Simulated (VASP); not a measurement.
Write the native input for VASP 6.6.1 that does the following.

| Quantity | Value |
| --- | --- |
| Task | single point |
| Functional | PBEsol |
| Potentials or basis | VASP PAW PBE potentials, release 64 (In_d, Ga_d, As) |
| Cutoff | 520 eV |
| k mesh | 12 × 12 × 8 |
| Occupations | gaussian, width 0.15 eV |
| Spin | no spin polarisation |
| Dipole correction | no |
| Further INCAR settings | ALGO = Normal; EDIFF = 1e-07; NBANDS = 26 |

The structure of InGaAs2 lies in POSCAR:

```
InGaAs2
1.0
    4.0405133507      0.0000000000      0.0000000000
    0.0000000000      4.0405133507      0.0000000000
    0.0000000000      0.0000000000      5.9039978333
In Ga As
1 1 2
Direct
    0.0000000000      0.0000000000      0.5000000000
    0.5000000000      0.5000000000      0.0000000000
    0.5000000000      0.0000000000      0.7697097067
    0.0000000000      0.5000000000      0.2302902933
```

This cell differs from its parent crystal: strain -0.025 along x and y, +0.000 along z.

One way to write it, as run:

INCAR

```
  ALGO = Normal
  EDIFF = 1E-7
  ENCUT = 520
  GGA = PS
  ISIF = 2
  ISMEAR = 0
  LASPH = T
  LCHARG = F
  LREAL = F
  LWAVE = F
  NBANDS = 26
  NELM = 60
  PREC = Accurate
  SIGMA = 0.15
```

KPOINTS

```
k-points
0
Gamma
  12 12 8
```

Potentials or basis: VASP PAW PBE potentials, release 64 (In_d, Ga_d, As).

The run is started by

```bash
$ cat potpaw_PBE.64/In_d/POTCAR potpaw_PBE.64/Ga_d/POTCAR potpaw_PBE.64/As/POTCAR > POTCAR
$ mpirun -np 1 vasp_std > vasp.out
```

It gave:

```json
{
 "Pressure": "3.6 GPa",
 "Largest force": "0.040 eV/Å"
}
```

Caveat: the cell differs from its parent crystal (strain -0.025 along x and y, +0.000 along z); the PAW data sets were made with another functional, which shifts forces and pressure a little.

It took 5.4 min on 1 thread of Intel Xeon 6975P-C (shared host), peak memory 0.47 GiB.
